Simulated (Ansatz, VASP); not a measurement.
**Two plane-wave programs on GaAsSe3**

```
CELL_PARAMETERS angstrom
3.40500 1.96588 2.80933
-3.40500 1.96588 2.80933
0.00000 -3.93175 2.80933
ATOMIC_POSITIONS crystal
Ga 0.50000 0.50000 0.50000
As 0.00000 0.00000 0.00000
Se 0.00000 0.50000 0.50000
Se 0.50000 0.00000 0.50000
Se 0.50000 0.50000 0.00000
```

Change from the starting cell: species swapped into the FeBiO3 type (R-3m, No. 166).

Alike in both runs: task relaxation of cell and atoms; functional PBE; k mesh 3 × 3 × 3; occupations gaussian, width 0.15 eV; no spin polarisation.

|  | VASP | Ansatz |
| --- | --- | --- |
| version | VASP 6.6.1 | Ansatz 0.2.0 |
| potentials or method | VASP PAW PBE potentials, release 64 (Ga_d, As, Se), cutoff 500 eV | scalar-relativistic, plane waves, PAW |
| valence electrons in the cell | 36 | 76 |

VASP gave:

| Item | Value |
| --- | --- |
| gap on the k mesh at the Fermi level, each at its own relaxed structure (eV) | none |
| relaxed volume (Å³/atom) | 24.91 |
| relaxed cell length with the largest relative difference (Å) | 5.398 |

Which values does Ansatz return?

gap on the k mesh at the Fermi level, each at its own relaxed structure (eV): none; relaxed volume (Å³/atom): 25.19; relaxed cell length with the largest relative difference (Å): 5.443.

A gap of «none» marks a metal or a gap that the smearing closes. VASP's potentials hold 36 valence electrons a cell and Ansatz's 76, so a difference there can come from the potentials and not from the codes.

The k mesh is coarse, so the values compare programs but aren't converged.
